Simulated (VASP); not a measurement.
Here is a VASP 6.6.1 calculation.

Contents of INCAR:

```
ALGO = Normal
EDIFF = 1E-7
ENCUT = 520
GGA = CA
ISIF = 2
ISMEAR = 0
LASPH = T
LCHARG = F
LREAL = F
LWAVE = F
NBANDS = 15
NELM = 100
PREC = Accurate
SIGMA = 0.15
```

File KPOINTS:

```
k-points
0
Gamma
  20 20 20
```

POSCAR

```
TaN
1.0
    0.0000000000      2.0505175069      2.4606210083
    2.0505175069      0.0000000000      2.4606210083
    2.0505175069      2.0505175069      0.0000000000
Ta N
1 1
Direct
    0.5000000000      0.5000000000      0.5000000000
    0.0000000000      0.0000000000      0.0000000000
```

Potentials or basis: VASP PAW LDA potentials, release 64 (Ta_pv, N).

Command:

```bash
$ cat potpaw_LDA.64/Ta_pv/POTCAR potpaw_LDA.64/N/POTCAR > POTCAR
$ mpirun -np 1 vasp_std > vasp.out
```

**Question.** What does it give for the band gap on the k mesh?

**Answer.** Zero (bands 8 and 9 overlap by 4.87 eV).

**Question.** What does it give for the pressure?

**Answer.** 26.2 GPa.

Stress tensor (GPa, compression positive):
```
 49.30   0.00   0.00
  0.00  49.30   0.00
  0.00   0.00 -20.00
```

Caveat: the stress differs along the axes, from -20 to 49 GPa; spin-orbit coupling is left out, which moves the levels of the heavy elements.
